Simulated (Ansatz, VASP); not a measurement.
# Two plane-wave programs on Ta2N

Contents of INCAR:

```
PREC = Accurate
ENCUT = 520
EDIFF = 1E-6
ISMEAR = 0
SIGMA = 0.15
LREAL = F
LASPH = T
NELM = 80
ALGO = Normal
ISIF = 2
LWAVE = F
LCHARG = F
GGA = PS
NBANDS = 20
```

The input KPOINTS:

```
Automatic mesh
0
Gamma
  18 18 12
```

POSCAR

```
Ta2N
1.0
    2.9823449468      0.0000000000      0.0000000000
   -1.4911724734      2.5827864868      0.0000000000
    0.0000000000      0.0000000000      5.1396736419
Ta N
2 1
Direct
    0.6666666667      0.3333333333      0.7462554482
    0.3333333333      0.6666666667      0.2537445518
    0.0000000000      0.0000000000      0.0000000000
```

Input for Ansatz:

```yaml
crystal:
  lattice:
    - [2.9823449468, 0.0, 0.0]
    - [-1.4911724734, 2.5827864868, 0.0]
    - [0.0, 0.0, 5.1396736419]
  atoms:
    - { symbol: Ta, position: [0.6666666667, 0.3333333333, 0.7462554482] }
    - { symbol: Ta, position: [0.3333333333, 0.6666666667, 0.2537445518] }
    - { symbol: "N", position: [0.0, 0.0, 0.0] }
basis:
  ecutwfc: 420
kpoints:
  mp_grid: { grid: [18, 18, 12] }
hamiltonian:
  xc: pbesol
scf:
  occupations: { method: gaussian, width: 0.15 }
output:
  forces: true
  stress: true
  eigenvalues: true
```

Alike in both runs: task single point; functional PBEsol; k mesh 18 × 18 × 12; occupations gaussian, width 0.15 eV; no spin polarisation.

|  | VASP | Ansatz |
| --- | --- | --- |
| version | VASP 6.6.1 | Ansatz 0.2.0 |
| potentials or method | VASP PAW PBE potentials, release 64 (Ta_pv, N), cutoff 520 eV | scalar-relativistic, plane waves, PAW |
| valence electrons in the cell | 27 | 31 |

VASP gave:

| Property | Result |
| --- | --- |
| gap on the k mesh at the Fermi level (eV) | none |
| pressure (GPa) | 1.5 |
| traceless stress, the component that is largest in VASP (GPa) | -12.86 |
| rms of the force components (eV/Å) | 0.339 |

Task: Which values does Ansatz return?

Result: gap on the k mesh at the Fermi level (eV): none; pressure (GPa): 0.9; traceless stress, the component that is largest in VASP (GPa): -12.86; rms of the force components (eV/Å): 0.313.

VASP's potentials were made for PBE, not for PBEsol. Atom by atom the forces differ by 0.026 eV/Å (rms over components). A gap of «none» marks a metal or a gap that the smearing closes. With one functional, cell and mesh, what is left measures potentials, basis and numerics. VASP's potentials hold 27 valence electrons a cell and Ansatz's 31, so a difference there can come from the potentials and not from the codes.

Neither program's run includes spin-orbit coupling.
